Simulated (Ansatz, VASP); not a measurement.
**InP in VASP and in Ansatz**

INCAR

```
SYSTEM = InP
ALGO = Normal
EDIFF = 1E-6
ENCUT = 520
GGA = PE
ISIF = 2
ISMEAR = -1
LASPH = .TRUE.
LCHARG = .FALSE.
LREAL = .FALSE.
LWAVE = .FALSE.
NBANDS = 16
NELM = 100
PREC = Accurate
SIGMA = 0.03
```

KPOINTS

```
k-points
0
G
  11 11 11
  0 0 0
```

The input POSCAR:

```
InP
1.0
    0.0000000000      2.8925700979      2.8925700979
    2.8925700979      0.0000000000      2.8925700979
    2.8925700979      2.8925700979      0.0000000000
In P
1 1
Direct
    0.0000000000      0.0000000000      0.0000000000
    0.5000000000      0.5000000000      0.5000000000
```

Input for Ansatz:

```yaml
crystal:
  lattice:
    - [0.0, 2.8925700979, 2.8925700979]
    - [2.8925700979, 0.0, 2.8925700979]
    - [2.8925700979, 2.8925700979, 0.0]
  atoms:
    - { symbol: In, position: [0.0, 0.0, 0.0] }
    - { symbol: P, position: [0.5, 0.5, 0.5] }
kpoints:
  mp_grid: { grid: [11, 11, 11] }
  band_path:
    path:
      - [0.0, 0.0, 0.0]
      - [0.5, 0.0, 0.5]
      - [0.625, 0.25, 0.625]
      - [0.375, 0.375, 0.75]
      - [0.0, 0.0, 0.0]
      - [0.5, 0.5, 0.5]
      - [0.5, 0.25, 0.75]
      - [0.5, 0.0, 0.5]
    npoints: 5
scf:
  occupations: { method: fermi_dirac, width: 0.03 }
hamiltonian:
  xc: pbe
  pseudopotentials: { kind: all_electron, lapw: { basis_error: 0.00025 } }
output:
  forces: true
  stress: true
  eigenvalues: true
```

Change from the starting cell: volume scaled by 1.04.

Alike in both runs: task single point; functional PBE; k mesh 11 × 11 × 11; occupations fermi-dirac, width 0.03 eV; no spin polarisation.

|  | VASP | Ansatz |
| --- | --- | --- |
| version | VASP 6.6.1 | Ansatz 0.2.0 |
| potentials or method | VASP PAW PBE potentials, release 64 (In_d, P), cutoff 520 eV | all-electron LAPW, scalar-relativistic |

|  | VASP | Ansatz | Ansatz less VASP |
| --- | --- | --- | --- |
| pressure (GPa) | -7.0 | -7.0 | +0.05 |

Ansatz ran all-electron here, and VASP with PAW potentials.
